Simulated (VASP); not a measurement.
# CuI (Cmcm) in VASP: further runs

CuI is run at these levels: LDA; tasks: single point, relaxation of the atoms.

Everything below comes from runs of VASP 6.6.1. Logs are shortened: lines on timing, memory, paths and dates and some standing lists are left out, and cuts for length are marked.

## Step 1: The cell of the first run

Symmetry: Cmcm, No. 63, orthorhombic system. Conventional cell: a = 6.648 Å, b = 6.910 Å, c = 4.232 Å, α = 90.00°, β = 90.00°, γ = 90.00°. Cu (site symmetry m2m) has 2 Cu at 2.42 Å and 3 I at 2.53 to 2.57 Å within 3.2 Å. I (site symmetry m2m) has 3 Cu at 2.53 to 2.57 Å within 3.3 Å.

## Step 2: Single point, LDA (24.30 Å³/atom)

The input, INCAR:

```
SYSTEM = CuI
  PREC = Accurate
  ENCUT = 520
  EDIFF = 1E-6
  ISMEAR = 0
  SIGMA = 0.01
  LREAL = .False.
  LASPH = .True.
  NELM = 100
  ALGO = Normal
  ISIF = 2
  LWAVE = .False.
  LCHARG = .False.
  NBANDS = 26
```

The input, KPOINTS:

```
Automatic mesh
0
Gamma
  4 4 4
  0 0 0
```

The input, POSCAR:

```
CuI
1.0
    3.3237881580     -3.4548458178      0.0000000000
    3.3237881580      3.4548458178      0.0000000000
    0.0000000000      0.0000000000      4.2317496230
Cu I
2 2
Direct
    0.4146776593      0.5853223407      0.7500000000
    0.5853223407      0.4146776593      0.2500000000
    0.7858955683      0.2141044317      0.7500000000
    0.2141044317      0.7858955683      0.2500000000
```

Potentials or basis: VASP PAW LDA potentials, release 64 (Cu, I).

Command:

```sh
cat potpaw_LDA.64/Cu/POTCAR potpaw_LDA.64/I/POTCAR > POTCAR
mpirun -np 1 vasp_std > vasp.out
```

OUTCAR:

```text
SYSTEM = CuI
   PREC = Accurate
   ENCUT = 520
   EDIFF = 1E-6
   ISMEAR = 0
   LREAL = .False.
   LASPH = .True.
   NELM = 100
   ISIF = 2

 ion  position               nearest neighbor table
   1  0.415  0.585  0.750-   2 2.42   2 2.42   4 2.53   4 2.53   3 2.57
   2  0.585  0.415  0.250-   1 2.42   1 2.42   3 2.53   3 2.53   4 2.57
   3  0.786  0.214  0.750-   2 2.53   2 2.53   1 2.57
   4  0.214  0.786  0.250-   1 2.53   1 2.53   2 2.57

  LATTYP: Found a base centered orthorhombic cell.
 ALAT       =     6.6475763160
 B/A-ratio  =     1.0394302084
 C/A-ratio  =     0.6365853391

  Lattice vectors:

 A1 = (   3.3237881580,  -3.4548458178,   0.0000000000)
 A2 = (   3.3237881580,   3.4548458178,   0.0000000000)
 A3 = (   0.0000000000,   0.0000000000,   4.2317496230)

Analysis of symmetry for initial positions (statically):
=====================================================================
 Subroutine PRICEL returns:
 Original cell was already a primitive cell.

 Routine SETGRP: Setting up the symmetry group for a
 base centered orthorhombic supercell.

 Subroutine GETGRP returns: Found  8 space group operations
 (whereof  4 operations were pure point group operations)
 out of a pool of  8 trial point group operations.

The static configuration has the point symmetry C_2h.
 The point group associated with its full space group is D_2h.

Analysis of symmetry for dynamics (positions and initial velocities):
=====================================================================
 Subroutine PRICEL returns:
 Original cell was already a primitive cell.

 Routine SETGRP: Setting up the symmetry group for a
 base centered orthorhombic supercell.

 Subroutine GETGRP returns: Found  8 space group operations
 (whereof  4 operations were pure point group operations)
 out of a pool of  8 trial point group operations.

The dynamic configuration has the point symmetry C_2h.
 The point group associated with its full space group is D_2h.

 Subroutine INISYM returns: Found  8 space group operations
 (whereof  4 operations are pure point group operations),
 and found     1 'primitive' translations

----------------------------------------------------------------------------------------

                                     Primitive cell

  volume of cell :      97.1878

  direct lattice vectors                    reciprocal lattice vectors
     3.323788158 -3.454845818  0.000000000     0.150430766 -0.144724259  0.000000000
     3.323788158  3.454845818  0.000000000     0.150430766  0.144724259  0.000000000
     0.000000000  0.000000000  4.231749623     0.000000000  0.000000000  0.236308877

  length of vectors
     4.794113823  4.794113823  4.231749623     0.208745123  0.208745123  0.236308877

  position of ions in fractional coordinates (direct lattice)
     0.414677659  0.585322341  0.750000000
     0.585322341  0.414677659  0.250000000
     0.785895568  0.214104432  0.750000000
     0.214104432  0.785895568  0.250000000

  ion indices of the primitive-cell ions
   primitive index   ion index
                 1           1
                 2           2
                 3           3
                 4           4

----------------------------------------------------------------------------------------

 KPOINTS: Automatic mesh

Automatic generation of k-mesh.
 Grid dimensions read from file:
 generate k-points for:    4    4    4

 Generating k-lattice:

  Cartesian coordinates                     Fractional coordinates (reciprocal lattice)
     0.037607692 -0.036181065  0.000000000     0.250000000  0.000000000  0.000000000
     0.037607692  0.036181065  0.000000000     0.000000000  0.250000000  0.000000000
     0.000000000  0.000000000  0.059077219     0.000000000  0.000000000  0.250000000

  Length of vectors
     0.052186281  0.052186281  0.059077219

  Shift w.r.t. Gamma in fractional coordinates (k-lattice)
     0.000000000  0.000000000  0.000000000

 Subroutine IBZKPT returns following result:
 ===========================================

 Found     21 irreducible k-points:

 Following reciprocal coordinates:
            Coordinates               Weight
  0.000000  0.000000  0.000000      1.000000
  0.250000  0.000000  0.000000      4.000000
  0.500000  0.000000  0.000000      2.000000
  0.250000  0.250000  0.000000      2.000000
  0.500000  0.250000  0.000000      4.000000
 -0.250000  0.250000  0.000000      2.000000
[... 13 lines left out ...]
 -0.250000  0.250000  0.500000      2.000000
  0.500000  0.500000  0.500000      1.000000
   k-points           NKPTS =     21   k-points in BZ     NKDIM =     21   number of bands    NBANDS=     26
   number of dos      NEDOS =    301   number of ions     NIONS =      4
   total plane-waves  NPLWV =  41472
   dimension x,y,z NGX =    36 NGY =   36 NGZ =   32
   dimension x,y,z NGXF=    72 NGYF=   72 NGZF=   64
   ions per type =               2   2
   NGX,Y,Z   is equivalent  to a cutoff of  12.48, 12.48, 12.57 a.u.
   NGXF,Y,Z  is equivalent  to a cutoff of  24.97, 24.97, 25.14 a.u.
 SYSTEM =  CuI
   PREC   = accura    normal or accurate (medium, high low for compatibility)
   ISTART =      0    job   : 0-new  1-cont  2-samecut
   ICHARG =      2    charge: 1-file 2-atom 10-const
   ISPIN  =      1    spin polarized calculation?
   LNONCOLLINEAR =      F non collinear calculations
   LSORBIT =      F    spin-orbit coupling
   LASPH  =      T    aspherical Exc in radial PAW
   ENCUT  =  520.0 eV  38.22 Ry    6.18 a.u.   8.91  8.91  7.87*2*pi/ulx,y,z
   NELM   =    100;   NELMIN=  2; NELMDL= -5     # of ELM steps
   EDIFF  = 0.1E-05   stopping-criterion for ELM
   LREAL  =      F    real-space projection
   EDIFFG = 0.1E-04   stopping-criterion for IOM
   NSW    =      0    number of steps for IOM
   IBRION =     -1    ionic relax: 0-MD 1-quasi-New 2-CG
   NFREE  =      0    steps in history (QN), initial steepest desc. (CG)
   ISIF   =      2    stress and relaxation
   ISYM   =      2    0-nonsym 1-usesym 2-fastsym
   POTIM  = 0.5000    time-step for ionic-motion
   TEBEG  =    0.0;   TEEND  =   0.0 temperature during run
   PSTRESS=    0.0 pullay stress
   NELECT =      36.0000    total number of electrons
   NUPDOWN=      -1.0000    fix difference up-down
   EMIN   =  10.00;   EMAX   =-10.00  energy-range for DOS
   EFERMI =   0.00;   METHOD = LEGACY
   ISMEAR =     0;   SIGMA  =   0.01  broadening in eV -4-tet -1-fermi 0-gaus
   EFERMI_NEDOS =   21; number of points for ismear=-14 and -15
   IALGO  =     38    algorithm
   IMIX   =      4    mixing-type and parameters
     AMIX     =   0.40;   BMIX     =  1.00
     AMIX_MAG =   1.60;   BMIX_MAG =  1.00
  volume/ion in A,a.u.               =      24.30       163.96
  Fermi-wavevector in a.u.,A,eV,Ry     =   1.175723  2.221794 18.807667  1.382325
  Thomas-Fermi vector in A             =   2.312099
   LORBIT       =      0    0 simple, 1 ext, 2 COOP (PROOUT), +10 PAW based schemes
   GGA     = CA    functional components
   LHFCALC =     F    Hartree Fock is set to
   AEXX    =    0.0000 exact exchange contribution
   IVDW    =     0    specifies the selected vdW correction
   LEPSILON=     F    determine dielectric tensor
   LRPA    =     F    only Hartree local field effects (RPA)
 non-spin polarized calculation
 Gauss-broadening in eV      SIGMA  =   0.01
  energy-cutoff  :      520.00
  volume of cell :       97.19
 maximum number of plane-waves:      2640
   NGX = 17   NGY = 17   NGZ = 15

 number of electron      36.0000046 magnetization

 Free energy of the ion-electron system (eV)
  ---------------------------------------------------
  ext. energy  EPLUGINS =         0.00000000
  ---------------------------------------------------
  free energy    TOTEN  =       -13.62609406 eV

  energy without entropy =      -13.62609406  energy(sigma->0) =      -13.62609406

 E-fermi :   5.9539     XC(G=0): -10.0095

 val. band max:        5.8478547413   @ k =   0.0000   0.0000   0.0000
 cond. band min:       6.6834946144   @ k =   0.0000   0.0000   0.0000
 fundamental gap:      0.8356398732
 Fermi energy:         5.9539037115

 k-point     1 :       0.0000    0.0000    0.0000
  band No.  band energies     occupation
      1      -8.8142      2.00000
      2      -7.4518      2.00000
      3      -0.2251      2.00000
      4       1.0945      2.00000
      5       1.2507      2.00000
      6       1.2765      2.00000
[... 18 lines left out ...]
     25      13.5215      0.00000
     26      14.1700      0.00000

 k-point     2 :       0.2500    0.0000    0.0000
  band No.  band energies     occupation
      1      -8.6239      2.00000
      2      -7.6507      2.00000
      3      -0.1425      2.00000
      4       0.9687      2.00000
      5       1.1020      2.00000
      6       1.2246      2.00000
[... 18 lines left out ...]
     25      13.6484      0.00000
     26      14.3389      0.00000

 k-point     3 :       0.5000    0.0000    0.0000
  band No.  band energies     occupation
      1      -8.2060      2.00000
      2      -8.0796      2.00000
      3       0.1842      2.00000
      4       0.3666      2.00000
      5       1.0243      2.00000
      6       1.5235      2.00000
[... 18 lines left out ...]
     25      13.2039      0.00000
     26      13.3270      0.00000

 k-point     4 :       0.2500    0.2500    0.0000
  band No.  band energies     occupation
      1      -8.4905      2.00000
      2      -7.7299      2.00000
      3      -0.7467      2.00000
      4       1.2886      2.00000
      5       1.2959      2.00000
      6       1.5012      2.00000
[... 18 lines left out ...]
     25      13.1749      0.00000
     26      13.2211      0.00000
[... 409 lines left out ...]
      1      -7.8227      2.00000
      2      -7.8227      2.00000
      3      -0.4956      2.00000
      4      -0.4956      2.00000
      5       1.2002      2.00000
      6       1.2002      2.00000
[... 18 lines left out ...]
     25      14.8098      0.00000
     26      14.8101      0.00000

 k-point    20 :      -0.2500    0.2500    0.5000
  band No.  band energies     occupation
      1      -7.8627      2.00000
      2      -7.8627      2.00000
      3      -0.5396      2.00000
      4      -0.5396      2.00000
      5       1.5307      2.00000
      6       1.5307      2.00000
[... 18 lines left out ...]
     25      13.3948      0.00000
     26      13.3948      0.00000

 k-point    21 :       0.5000    0.5000    0.5000
  band No.  band energies     occupation
      1      -7.7898      2.00000
      2      -7.7898      2.00000
      3      -0.0202      2.00000
      4      -0.0202      2.00000
      5       0.6829      2.00000
      6       0.6829      2.00000
[... 18 lines left out ...]
     25      14.6148      0.00000
     26      14.6148      0.00000

------------------------ aborting loop because EDIFF is reached ----------------------------------------

  FORCE on cell =-STRESS in cart. coord.  units (eV):
  Direction    XX          YY          ZZ          XY          YZ          ZX
  --------------------------------------------------------------------------------------
  -------------------------------------------------------------------------------------
  Total       -0.1069333      0.1806527      0.7062229      0.0000000      0.0000000      0.0000000
  in kB       -1.7628346      2.9781264     11.6423436      0.0000000      0.0000000      0.0000000
  external PRESSURE =       4.2858785 kB  Pullay stress =       0.0000000 kB

 VOLUME and BASIS-vectors are now :
 -----------------------------------------------------------------------------
  energy-cutoff  :      520.00
  volume of cell :       97.19
      direct lattice vectors                 reciprocal lattice vectors
     3.323788158 -3.454845818  0.000000000     0.150430766 -0.144724259  0.000000000
     3.323788158  3.454845818  0.000000000     0.150430766  0.144724259  0.000000000
     0.000000000  0.000000000  4.231749623     0.000000000  0.000000000  0.236308877

 POSITION                                       TOTAL-FORCE (eV/Angst)
 -----------------------------------------------------------------------------------
      3.32379      0.58955      3.17381         0.000000      0.020723      0.000000
      3.32379     -0.58955      1.05794         0.000000     -0.020723     -0.000000
      3.32379     -1.97545      3.17381         0.000000     -0.012129      0.000000
      3.32379      1.97545      1.05794         0.000000      0.012129      0.000000
 -----------------------------------------------------------------------------------
    total drift:                                0.000000      0.000000     -0.000000

  FREE ENERGIE OF THE ION-ELECTRON SYSTEM (eV)
  ---------------------------------------------------
  free  energy   TOTEN  =       -13.6260940621 eV

  energy  without entropy=      -13.6260940621  energy(sigma->0) =      -13.62609406
```

Run time: 26 s. Hardware: 1 thread of AMD EPYC 9R45 (Zen 5), shared host; peak memory 0.16 GiB.

Results:

| Property | Result |
| --- | --- |
| Free energy | -13.6261 eV |
| Pressure | 0.4 GPa |
| Largest force | 0.021 eV/Å |
| Band gap on the k mesh | 0.84 eV |

Forces on the atoms (eV/Å):
```
Cu   0.000  0.021  0.000
Cu   0.000 -0.021  0.000
I    0.000 -0.012  0.000
I    0.000  0.012  0.000
```

Caveat: spin-orbit coupling is left out, which moves the levels of the heavy elements. A k mesh can miss the band edges.

(Part 1 of 2 ends here.)
